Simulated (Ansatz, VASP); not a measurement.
One calculation of Ti, two programs

```xyz
2
Lattice="2.9500 0.0000 0.0000 -1.4750 2.5548 0.0000 0.0000 0.0000 4.6860" Properties=species:S:1:pos:R:3 pbc="T T T"
Ti    0.0000    1.4782    1.1715
Ti    1.4750    0.8516    3.5145
```

Alike in both runs: task single point; functional PBEsol; k mesh 18 × 18 × 10; occupations gaussian, width 0.15 eV; no spin polarisation.

|  | VASP | Ansatz |
| --- | --- | --- |
| version | VASP 6.6.1 | Ansatz 0.2.0 |
| potentials or method | VASP PAW PBE potentials, release 64 (Ti_sv), cutoff 520 eV | scalar-relativistic, plane waves, PAW |
| valence electrons in the cell | 24 | 24 |

```tsv
	VASP	Ansatz	Ansatz less VASP
gap on the k mesh at the Fermi level (eV)	none	none	-
pressure (GPa)	-6.2	-6.0	+0.23
traceless stress, the component that is largest in VASP (GPa)	-2.16	-2.19	-0.033
rms of the force components (eV/Å)	0.153	0.154	+0.0010
```

VASP's potentials were made for PBE, not for PBEsol. Atom by atom the forces differ by 0.001 eV/Å (rms over components). A gap of «none» marks a metal or a gap that the smearing closes.
